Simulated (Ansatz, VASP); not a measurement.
## One calculation of Ba, two programs

```
Ba
1.0
    -2.53673    2.53673    2.53673
     2.53673   -2.53673    2.53673
     2.53673    2.53673   -2.53673
Ba
1
Direct
  0.00000 0.00000 0.00000
```

Alike in both runs: task single point; functional PBE; k mesh 12 × 12 × 12; occupations gaussian, width 0.1 eV; no spin polarisation.

```csv
,VASP,Ansatz
version,VASP 6.6.1,Ansatz 0.2.0
potentials or method,"VASP PAW PBE potentials, release 64 (Ba_sv), cutoff 520 eV","scalar-relativistic, plane waves, PAW"
valence electrons in the cell,10,10
```

Ansatz gave:

```
gap on the k mesh at the Fermi level (eV) : none
pressure (GPa)                            : -0.3
```

Problem. Estimate VASP's values.

Solution. gap on the k mesh at the Fermi level (eV): none; pressure (GPa): -0.2.

A gap of «none» marks a metal or a gap that the smearing closes. With one functional, cell and mesh, what is left measures potentials, basis and numerics.

Neither program's run includes spin-orbit coupling.
